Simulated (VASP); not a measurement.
# Ca (Fm-3m) in VASP: a series of runs

Runs on Ca. Level: PBE. Tasks: single point.

Everything below comes from runs of VASP 6.6.1. Logs are shortened: lines on timing, memory, paths and dates and some standing lists are left out, and cuts for length are marked.

## (1) The cell of the first run

The structure is cubic, space group Fm-3m (No. 225). Conventional cell: a = 5.573 Å, b = 5.573 Å, c = 5.573 Å, α = 90.00°, β = 90.00°, γ = 90.00°. Ca (site symmetry m-3m) has 12 Ca at 3.94 Å within 5.2 Å.

## (2) Single point, PBE (strained)

File INCAR:

```
SYSTEM = Ca
ALGO = Fast ; EDIFF = 1E-6
ENCUT = 520 ; GGA = PE
ISIF = 2 ; ISMEAR = 0
LASPH = .TRUE. ; LCHARG = .FALSE.
LREAL = .FALSE. ; LWAVE = .FALSE.
NBANDS = 11 ; NELM = 80
PREC = Accurate ; SIGMA = 0.1
```

File KPOINTS:

```
k-points
0
G
  14 14 14
  0 0 0
```

File POSCAR:

```
Ca
1.0
    0.0000000000      2.7866556600      2.7866556600
    2.7866556600      0.0000000000      2.7866556600
    2.7866556600      2.7866556600      0.0000000000
Ca
1
Direct
    0.0000000000      0.0000000000      0.0000000000
```

Potentials or basis: VASP PAW PBE potentials, release 64 (Ca_sv).

The run is started by

```
> cat potpaw_PBE.64/Ca_sv/POTCAR > POTCAR
> mpirun -np 1 vasp_std > vasp.out
```

OUTCAR:

```text
SYSTEM = Ca
   EDIFF = 1E-6
   ENCUT = 520
   GGA = PE
   ISIF = 2
   ISMEAR = 0
   LASPH = .TRUE.
   LREAL = .FALSE.
   NELM = 80
   PREC = Accurate

 ion  position               nearest neighbor table
   1  0.000  0.000  0.000-

  LATTYP: Found a face centered cubic cell.
 ALAT       =     5.5733113200

  Lattice vectors:

 A1 = (   0.0000000000,   2.7866556600,   2.7866556600)
 A2 = (   2.7866556600,   0.0000000000,   2.7866556600)
 A3 = (   2.7866556600,   2.7866556600,   0.0000000000)

Analysis of symmetry for initial positions (statically):
=====================================================================
 Subroutine PRICEL returns:
 Original cell was already a primitive cell.

 Routine SETGRP: Setting up the symmetry group for a
 face centered cubic supercell.

 Subroutine GETGRP returns: Found 48 space group operations
[... 9 lines left out ...]

 Routine SETGRP: Setting up the symmetry group for a
 face centered cubic supercell.

 Subroutine GETGRP returns: Found 48 space group operations
 (whereof 48 operations were pure point group operations)
 out of a pool of 48 trial point group operations.

The dynamic configuration has the point symmetry O_h .

 Subroutine INISYM returns: Found 48 space group operations
 (whereof 48 operations are pure point group operations),
 and found     1 'primitive' translations

----------------------------------------------------------------------------------------

                                     Primitive cell

  volume of cell :      43.2793

  direct lattice vectors                    reciprocal lattice vectors
     0.000000000  2.786655660  2.786655660    -0.179426546  0.179426546  0.179426546
     2.786655660  0.000000000  2.786655660     0.179426546 -0.179426546  0.179426546
     2.786655660  2.786655660  0.000000000     0.179426546  0.179426546 -0.179426546

  length of vectors
     3.940926228  3.940926228  3.940926228     0.310775894  0.310775894  0.310775894

  position of ions in fractional coordinates (direct lattice)
     0.000000000  0.000000000  0.000000000

  ion indices of the primitive-cell ions
   primitive index   ion index
                 1           1

----------------------------------------------------------------------------------------

 KPOINTS: k-points

Automatic generation of k-mesh.
 Grid dimensions read from file:
 generate k-points for:   14   14   14

 Generating k-lattice:

  Cartesian coordinates                     Fractional coordinates (reciprocal lattice)
    -0.012816182  0.012816182  0.012816182     0.071428571  0.000000000  0.000000000
     0.012816182 -0.012816182  0.012816182     0.000000000  0.071428571  0.000000000
     0.012816182  0.012816182 -0.012816182     0.000000000  0.000000000  0.071428571

  Length of vectors
     0.022198278  0.022198278  0.022198278

  Shift w.r.t. Gamma in fractional coordinates (k-lattice)
     0.000000000  0.000000000  0.000000000

 Subroutine IBZKPT returns following result:
 ===========================================

 Found    104 irreducible k-points:

 Following reciprocal coordinates:
            Coordinates               Weight
  0.000000  0.000000  0.000000      1.000000
  0.071429  0.000000  0.000000      8.000000
  0.142857  0.000000  0.000000      8.000000
  0.214286  0.000000  0.000000      8.000000
  0.285714  0.000000  0.000000      8.000000
  0.357143  0.000000  0.000000      8.000000
[... 16 lines left out ...]
  0.214286  0.142857  0.000000     24.000000
  0.285714  0.142857  0.000000     24.000000
 [... further k-points ...]
   k-points           NKPTS =    104   k-points in BZ     NKDIM =    104   number of bands    NBANDS=     11
   number of dos      NEDOS =    301   number of ions     NIONS =      1
   total plane-waves  NPLWV =  27000
   dimension x,y,z NGX =    30 NGY =   30 NGZ =   30
   dimension x,y,z NGXF=    60 NGYF=   60 NGZF=   60
   ions per type =               1
   NGX,Y,Z   is equivalent  to a cutoff of  12.66, 12.66, 12.66 a.u.
   NGXF,Y,Z  is equivalent  to a cutoff of  25.31, 25.31, 25.31 a.u.
 SYSTEM =  Ca
   PREC   = accura    normal or accurate (medium, high low for compatibility)
   ISTART =      0    job   : 0-new  1-cont  2-samecut
   ICHARG =      2    charge: 1-file 2-atom 10-const
   ISPIN  =      1    spin polarized calculation?
   LNONCOLLINEAR =      F non collinear calculations
   LSORBIT =      F    spin-orbit coupling
   LASPH  =      T    aspherical Exc in radial PAW
   ENCUT  =  520.0 eV  38.22 Ry    6.18 a.u.   7.33  7.33  7.33*2*pi/ulx,y,z
   NELM   =     80;   NELMIN=  2; NELMDL= -5     # of ELM steps
   EDIFF  = 0.1E-05   stopping-criterion for ELM
   LREAL  =      F    real-space projection
   EDIFFG = 0.1E-04   stopping-criterion for IOM
   NSW    =      0    number of steps for IOM
   IBRION =     -1    ionic relax: 0-MD 1-quasi-New 2-CG
   NFREE  =      0    steps in history (QN), initial steepest desc. (CG)
   ISIF   =      2    stress and relaxation
   ISYM   =      2    0-nonsym 1-usesym 2-fastsym
   POTIM  = 0.5000    time-step for ionic-motion
   TEBEG  =    0.0;   TEEND  =   0.0 temperature during run
   PSTRESS=    0.0 pullay stress
   NELECT =      10.0000    total number of electrons
   NUPDOWN=      -1.0000    fix difference up-down
   EMIN   =  10.00;   EMAX   =-10.00  energy-range for DOS
   EFERMI =   0.00;   METHOD = LEGACY
   ISMEAR =     0;   SIGMA  =   0.10  broadening in eV -4-tet -1-fermi 0-gaus
   EFERMI_NEDOS =   21; number of points for ismear=-14 and -15
   IALGO  =     68    algorithm
   IMIX   =      4    mixing-type and parameters
     AMIX     =   0.40;   BMIX     =  1.00
     AMIX_MAG =   1.60;   BMIX_MAG =  1.00
  volume/ion in A,a.u.               =      43.28       292.06
  Fermi-wavevector in a.u.,A,eV,Ry     =   1.004573  1.898368 13.730551  1.009167
  Thomas-Fermi vector in A             =   2.137198
   LORBIT       =      0    0 simple, 1 ext, 2 COOP (PROOUT), +10 PAW based schemes
   GGA     = PE    functional components
   LHFCALC =     F    Hartree Fock is set to
   AEXX    =    0.0000 exact exchange contribution
   IVDW    =     0    specifies the selected vdW correction
   LEPSILON=     F    determine dielectric tensor
   LRPA    =     F    only Hartree local field effects (RPA)
 non-spin polarized calculation
 RMM-DIIS sequential band-by-band and
 Gauss-broadening in eV      SIGMA  =   0.10
  energy-cutoff  :      520.00
  volume of cell :       43.28
 maximum number of plane-waves:      1211
 NGX is ok and might be reduce to    30
   NGX = 15   NGY = 15   NGZ = 15

 number of electron      10.0000000 magnetization

 number of electron       9.9999998 magnetization

 Free energy of the ion-electron system (eV)
  ---------------------------------------------------
  ext. energy  EPLUGINS =         0.00000000
  ---------------------------------------------------
  free energy    TOTEN  =        -1.93205780 eV

  energy without entropy =       -1.92508323  energy(sigma->0) =       -1.92857051

 E-fermi :   1.8543     XC(G=0):  -7.6584

 val. band max:        1.8418565703   @ k =  -0.3571   0.4286   0.0714
 cond. band min:       1.8887271818   @ k =  -0.3571   0.3571   0.0000
 fundamental gap:      0.0468706115
 Fermi energy:         1.8543377683

 k-point     1 :       0.0000    0.0000    0.0000
  band No.  band energies     occupation
      1     -40.2175      2.00000
      2     -21.1373      2.00000
      3     -21.1373      2.00000
      4     -21.1373      2.00000
      5      -2.1199      2.00000
      6       4.1626      0.00000
      7       4.1626      0.00000
      8       4.1626      0.00000
      9       5.2005      0.00000
     10       5.2005      0.00000
     11      10.8700      0.00000

 k-point     2 :       0.0714    0.0000    0.0000
  band No.  band energies     occupation
      1     -40.2169      2.00000
      2     -21.1436      2.00000
      3     -21.1381      2.00000
      4     -21.1381      2.00000
      5      -2.0343      2.00000
      6       4.0704      0.00000
      7       4.1953      0.00000
      8       4.1953      0.00000
      9       5.1720      0.00000
     10       5.1720      0.00000
     11      10.9700      0.00000

 k-point     3 :       0.1429    0.0000    0.0000
  band No.  band energies     occupation
      1     -40.2152      2.00000
      2     -21.1612      2.00000
      3     -21.1406      2.00000
      4     -21.1406      2.00000
      5      -1.7816      2.00000
      6       3.8204      0.00000
      7       4.2698      0.00000
      8       4.2698      0.00000
      9       5.1207      0.00000
     10       5.1207      0.00000
     11      10.7493      0.00000

 k-point     4 :       0.2143    0.0000    0.0000
  band No.  band energies     occupation
      1     -40.2128      2.00000
      2     -21.1865      2.00000
      3     -21.1441      2.00000
      4     -21.1441      2.00000
      5      -1.3745      2.00000
      6       3.4660      0.00000
      7       4.3097      0.00000
      8       4.3097      0.00000
      9       5.1440      0.00000
     10       5.1440      0.00000
     11       9.6312      0.00000

 k-point     5 :       0.2857    0.0000    0.0000
  band No.  band energies     occupation
      1     -40.2101      2.00000
      2     -21.2145      2.00000
      3     -21.1480      2.00000
      4     -21.1480      2.00000
      5      -0.8354      2.00000
      6       3.0467      0.00000
      7       4.2564      0.00000
      8       4.2564      0.00000
      9       5.3126      0.00000
     10       5.3126      0.00000
     11       8.5719      0.00000
[... 211 lines left out ...]
 k-point    21 :      -0.0714    0.0714    0.0000
  band No.  band energies     occupation
      1     -40.2159      2.00000
      2     -21.1523      2.00000
      3     -21.1419      2.00000
      4     -21.1385      2.00000
      5      -1.8930      2.00000
      6       3.9343      0.00000
      7       4.2277      0.00000
      8       4.2551      0.00000
      9       5.0605      0.00000
     10       5.2045      0.00000
     11      11.0910      0.00000

 k-point    22 :       0.1429    0.1429    0.0000
  band No.  band energies     occupation
      1     -40.2144      2.00000
      2     -21.1605      2.00000
      3     -21.1460      2.00000
      4     -21.1460      2.00000
      5      -1.6702      2.00000
      6       3.7434      0.00000
      7       4.3426      0.00000
      8       4.3426      0.00000
      9       4.7696      0.00000
     10       5.3152      0.00000
     11      11.3734      0.00000

 k-point    23 :       0.2143    0.1429    0.0000
  band No.  band energies     occupation
      1     -40.2126      2.00000
      2     -21.1769      2.00000
      3     -21.1503      2.00000
      4     -21.1493      2.00000
      5      -1.3717      2.00000
      6       3.5187      0.00000
      7       4.3513      0.00000
      8       4.4317      0.00000
      9       4.6757      0.00000
     10       5.3742      0.00000
     11      10.5936      0.00000

 k-point    24 :       0.2857    0.1429    0.0000
  band No.  band energies     occupation
      1     -40.2103      2.00000
      2     -21.1997      2.00000
      3     -21.1547      2.00000
      4     -21.1533      2.00000
      5      -0.9285      2.00000
      6       3.2252      0.00000
      7       4.1331      0.00000
      8       4.4654      0.00000
      9       4.8862      0.00000
     10       5.4915      0.00000
     11       9.3973      0.00000

 [... further k-points ...]
[... 5 lines left out ...]
  --------------------------------------------------------------------------------------
  -------------------------------------------------------------------------------------
  Total       -0.1140920     -0.1140920     -0.1140920     -0.0000000     -0.0000000      0.0000000
  in kB       -4.2236315     -4.2236315     -4.2236315     -0.0000000     -0.0000000      0.0000000
  external PRESSURE =      -4.2236315 kB  Pullay stress =       0.0000000 kB

 VOLUME and BASIS-vectors are now :
 -----------------------------------------------------------------------------
  energy-cutoff  :      520.00
  volume of cell :       43.28
      direct lattice vectors                 reciprocal lattice vectors
     0.000000000  2.786655660  2.786655660    -0.179426546  0.179426546  0.179426546
     2.786655660  0.000000000  2.786655660     0.179426546 -0.179426546  0.179426546
     2.786655660  2.786655660  0.000000000     0.179426546  0.179426546 -0.179426546

 POSITION                                       TOTAL-FORCE (eV/Angst)
 -----------------------------------------------------------------------------------
      0.00000      0.00000      0.00000         0.000000     -0.000000     -0.000000
 -----------------------------------------------------------------------------------
    total drift:                               -0.000000     -0.000000     -0.000000

  FREE ENERGIE OF THE ION-ELECTRON SYSTEM (eV)
  ---------------------------------------------------
  free  energy   TOTEN  =        -1.9320577988 eV

  energy  without entropy=       -1.9250832273  energy(sigma->0) =       -1.92857051
```

Run time: 74 s. Hardware: 1 thread of AMD EPYC 7R13, shared host; peak memory 0.16 GiB.

What came out:

```yaml
Free_energy: -1.9321 eV
Pressure: -0.4 GPa
Band_gap_on_the_k_mesh: zero (band 5 reaches 2.03 eV, above the bottom of band 6 at 1.68 eV)
```

Levels at points of the mesh, in eV from the Fermi level:
| k point | band 2 | band 3 | band 4 | band 5 | band 6 | band 7 | band 8 | band 9 |
| --- | --- | --- | --- | --- | --- | --- | --- | --- |
| (0.00, 0.00, 0.00) | -22.99 | -22.99 | -22.99 | -3.97 | 2.31 | 2.31 | 2.31 | 3.35 |
| (0.50, 0.00, 0.00) | -23.12 | -23.01 | -23.01 | -0.97 | -0.17 | 2.20 | 2.20 | 4.01 |
| (0.50, 0.50, 0.00) | -23.11 | -23.04 | -23.04 | -0.43 | 0.60 | 0.93 | 4.00 | 4.19 |

Caveat: the cell differs from its parent crystal (strained).

## (3) Single point, PBE (strained)

File INCAR:

```
PREC     = Accurate       # precision mode
ENCUT    = 520            # plane-wave cutoff, eV
EDIFF    = 1E-6           # SCF threshold, eV
ISMEAR   = 0              # smearing method
SIGMA    = 0.1            # smearing width, eV
LREAL    = False          # projectors in reciprocal space
LASPH    = True           # aspherical terms in the spheres
NELM     = 100            # most SCF steps
ALGO     = Fast           # electronic algorithm
ISIF     = 2              # what is computed and relaxed
LWAVE    = False          # write WAVECAR
LCHARG   = False          # write CHGCAR
GGA      = PE             # functional
NBANDS   = 11             # bands
```

File KPOINTS:

```
regular mesh
0
Gamma
  14 14 14
```

File POSCAR:

```
Ca
1.0
    0.0000000000      2.8070812620      2.8070812620
    2.8070812620      0.0000000000      2.8070812620
    2.8070812620      2.8070812620      0.0000000000
Ca
1
Direct
    0.0000000000      0.0000000000      0.0000000000
```

Potentials or basis: VASP PAW PBE potentials, release 64 (Ca_sv).

The run is started by

```
> cat potpaw_PBE.64/Ca_sv/POTCAR > POTCAR
> mpirun -np 1 vasp_std > vasp.out
```

Wall time 94 s (1 thread of AMD EPYC 7R13, shared host); peak memory 0.16 GiB.

The run converged. Its results:

- Free energy: -1.9287 eV
- Pressure: -0.8 GPa
- Band gap on the k mesh: zero (band 5 reaches 1.96 eV, above the bottom of band 6 at 1.58 eV)

Levels at points of the mesh, in eV from the Fermi level:
```csv
k point,band 2,band 3,band 4,band 5,band 6,band 7,band 8,band 9
"(0.00, 0.00, 0.00)",-23.05,-23.05,-23.05,-3.94,2.28,2.28,2.28,3.29
"(0.50, 0.00, 0.00)",-23.16,-23.06,-23.06,-0.96,-0.19,2.17,2.17,3.94
"(0.50, 0.50, 0.00)",-23.16,-23.09,-23.09,-0.41,0.60,0.89,3.93,4.11
```

Caveat: the cell differs from its parent crystal (strained).

## (4) Single point, PBE (strained)

File INCAR:

```
SYSTEM = Ca
ALGO = Normal ; EDIFF = 1E-6
ENCUT = 520 ; GGA = PE
ISIF = 2 ; ISMEAR = 0
LASPH = .True. ; LCHARG = .False.
LREAL = .False. ; LWAVE = .False.
NBANDS = 11 ; NELM = 60
PREC = Accurate ; SIGMA = 0.1
```

File KPOINTS:

```
k-points
0
Gamma
  14 14 14
  0 0 0
```

File POSCAR:

```
Ca
1.0
    0.0000000000      2.8603387140      2.8603387140
    2.8603387140      0.0000000000      2.8603387140
    2.8603387140      2.8603387140      0.0000000000
Ca
1
Direct
    0.0000000000      0.0000000000      0.0000000000
```

The run is started by

```
> cat potpaw_PBE.64/Ca_sv/POTCAR > POTCAR
> mpirun -np 1 vasp_std > vasp.out
```

Wall time 71 s (1 thread of AMD EPYC 7R13, shared host); peak memory 0.17 GiB.

The run converged. Its results:

```
Free energy            : -1.9108 eV
Pressure               : -1.5 GPa
Band gap on the k mesh : zero (band 5 reaches 1.77 eV, above the bottom of band 6 at 1.34 eV)
```

Levels at points of the mesh, in eV from the Fermi level:
```
           k point  band 2  band 3  band 4  band 5  band 6  band 7  band 8  band 9
(0.00, 0.00, 0.00)  -23.19  -23.19  -23.19   -3.84    2.20    2.20    2.20    3.14
(0.50, 0.00, 0.00)  -23.28  -23.20  -23.20   -0.95   -0.22    2.10    2.10    3.74
(0.50, 0.50, 0.00)  -23.28  -23.22  -23.22   -0.36    0.62    0.80    3.74    3.90
```

Caveat: the cell differs from its parent crystal (strained).

## (5) Overview

```tsv
cell	gap on the mesh (eV)	pressure (GPa)
a = 3.941 Å, angles 60.0°, 1 atom	none	-0.4
a = 3.970 Å, angles 60.0°, 1 atom	none	-0.8
a = 4.045 Å, angles 60.0°, 1 atom	none	-1.5
```

Alike in all rows: task single point; level PBE; potentials or basis VASP PAW PBE potentials, release 64 (Ca_sv); no spin polarisation; k mesh 14 × 14 × 14; cutoff (eV) 520; smearing gaussian 0.1 eV.

Total energies depend on the potentials used, so only differences within one code and one set of settings carry meaning.
